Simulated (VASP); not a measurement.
A run of VASP 6.6.1 is set up as follows.

Contents of INCAR:

```
SYSTEM = CO2
PREC     = Accurate       ! precision mode
ENCUT    = 600            ! plane-wave cutoff, eV
EDIFF    = 1E-6           ! SCF threshold, eV
ISMEAR   = 0              ! smearing method
SIGMA    = 0.02           ! smearing width, eV
LREAL    = .FALSE.        ! projectors in reciprocal space
LASPH    = .TRUE.         ! aspherical terms in the spheres
NELM     = 60             ! most SCF steps
ALGO     = Normal         ! electronic algorithm
ISIF     = 3              ! what is computed and relaxed
LWAVE    = .FALSE.        ! write WAVECAR
LCHARG   = .FALSE.        ! write CHGCAR
GGA      = PE             ! functional
IVDW     = 12             ! dispersion correction
IBRION   = 2              ! ionic algorithm
NSW      = 100            ! ionic steps
EDIFFG   = -0.002         ! ionic threshold
PSTRESS  = 34.5
```

The input KPOINTS:

```
regular mesh
0
G
  4 4 4
  0 0 0
```

Contents of POSCAR:

```
CO2
1.0
    5.2919775256      0.0000000000      0.0000000000
    0.0000000000      5.2919775256      0.0000000000
    0.0000000000      0.0000000000      5.2919775256
C O
4 8
Direct
    0.0000000000      0.0000000000      0.0000000000
    0.5000000000      0.0000000000      0.5000000000
    0.5000000000      0.5000000000      0.0000000000
    0.0000000000      0.5000000000      0.5000000000
    0.1272598587      0.1272598587      0.1272598587
    0.3727401413      0.8727401413      0.6272598587
    0.6272598587      0.3727401413      0.8727401413
    0.8727401413      0.6272598587      0.3727401413
    0.8727401413      0.8727401413      0.8727401413
    0.6272598587      0.1272598587      0.3727401413
    0.3727401413      0.6272598587      0.1272598587
    0.1272598587      0.3727401413      0.6272598587
```

Potentials or basis: VASP PAW PBE potentials, release 64 (C, O).

Command:

```console
$ cat potpaw_PBE.64/C/POTCAR potpaw_PBE.64/O/POTCAR > POTCAR
$ mpirun -np 1 vasp_std > vasp.out
```

(1) Predict the relaxed cell.

(2) What does it give for the space group after relaxing (to 0.1 Å)?

(3) What does it give for the band gap on the k mesh?

## Answers

(1) a = 5.253 Å, b = 5.253 Å, c = 5.253 Å, α = 90.00°, β = 90.00°, γ = 90.00°.

(2) Pa-3 (No. 205).

(3) 6.97 eV.

Caveat: the cell is relaxed towards a set pressure, so the run minimises the enthalpy, not the energy.
